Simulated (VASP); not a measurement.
Write the native input for VASP 6.6.1 that does the following.

| Item | Value |
| --- | --- |
| Task | single point |
| Functional | PBE |
| Potentials or basis | VASP PAW PBE potentials, release 64 (Si, C) |
| Cutoff | 520 eV |
| k mesh | 6 × 6 × 6 |
| Occupations | gaussian, width 0.05 eV |
| Spin | no spin polarisation |
| Dipole correction | no |
| Further INCAR settings | ALGO = Normal; EDIFF = 1e-06; NBANDS = 26 |

The structure of SiC lies in POSCAR:

```
SiC
1.0
    4.3480000000      0.0000000000      0.0000000000
    0.0000000000     -4.3480000000      0.0000000000
    0.0000000000      0.0000000000     -4.3480000000
Si C
4 4
Direct
    0.0000000000      0.4724011040      0.5000000000
    0.5000000000      0.0000000000      0.5000000000
    0.5000000000      0.5000000000      0.0000000000
    0.0000000000      0.0000000000      0.0000000000
    0.7500000000      0.7500000000      0.7500000000
    0.2500000000      0.2500000000      0.7500000000
    0.2500000000      0.7500000000      0.2500000000
    0.7500000000      0.2500000000      0.2500000000
```

This cell differs from its parent crystal: atom 1 (Si) moved +0.120 Å along Cartesian [0 1 0].

The input as run:

INCAR

```
SYSTEM = SiC
  PREC = Accurate
  ENCUT = 520
  EDIFF = 1E-6
  ISMEAR = 0
  SIGMA = 0.05
  LREAL = .False.
  LASPH = .True.
  NELM = 100
  ALGO = Normal
  ISIF = 2
  LWAVE = .False.
  LCHARG = .False.
  GGA = PE
  NBANDS = 26
```

KPOINTS

```
Automatic mesh
0
Gamma
  6 6 6
  0 0 0
```

Potentials or basis: VASP PAW PBE potentials, release 64 (Si, C).

Launch:

```console
$ cat potpaw_PBE.64/Si/POTCAR potpaw_PBE.64/C/POTCAR > POTCAR
$ mpirun -np 1 vasp_std > vasp.out
```

It gave:

```yaml
Pressure: 5.3 GPa
Largest_force: 3.070 eV/Å
Band_gap_on_the_k_mesh: 0.88 eV
```

Caveat: the cell differs from its parent crystal (atom 1 (Si) moved +0.120 Å along Cartesian [0 1 0]); forces of over 1 eV/Å act on the atoms, so gaps and moduli don't describe the material at rest.

Wall time 100 s on 1 thread of Intel Xeon 8259CL (shared host), peak memory 0.22 GiB.
